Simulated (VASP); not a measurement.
Runs of VASP 6.6.1 on NaH. The structure is that of space group Fm-3m (No. 225), or close to it. The cells are those of the table. 

```csv
task,level,potentials or basis,cell,k mesh,cutoff (eV),smearing,gap on the mesh (eV),pressure (GPa),relaxed volume (Å³/atom)
single point,PBE,"VASP PAW PBE potentials, release 64 (Na_pv, H)","a = 3.391 Å, angles 60.0°, 2 atoms",10 × 10 × 10,520,fermi-dirac 0.02 eV,3.82,0.5,-
single point,LDA,"VASP PAW LDA potentials, release 64 (Na_pv, H)","a = 3.315 Å, angles 60.0°, 2 atoms",8 × 8 × 8,520,fermi-dirac 0.02 eV,3.55,0.0,-
single point,r2SCAN,"VASP PAW PBE potentials, release 64 (Na_pv, H)","a = 3.391 Å, angles 60.0°, 2 atoms",10 × 10 × 10,520,gaussian 0.01 eV,4.43,-0.3,-
relaxation of cell and atoms,PBEsol,"VASP PAW PBE potentials, release 64 (Na_pv, H)","relaxed from a = 3.417 Å, angles 60.0°, 2 atoms",8 × 8 × 8,600,fermi-dirac 0.02 eV,(b),0.0,(a)
relaxation of cell and atoms,r2SCAN,"VASP PAW PBE potentials, release 64 (Na_pv, H)","relaxed from a = 3.417 Å, angles 60.0°, 2 atoms",8 × 8 × 8,600,fermi-dirac 0.02 eV,4.43,0.0,13.61
```

Alike in all rows: no spin polarisation.

Task: Estimate the missing entries.

Result: (a) 13.77; (b) 3.60.

Caveats: the PAW data sets were made with another functional, which shifts forces and pressure a little (some runs).

A k mesh can miss the band edges.
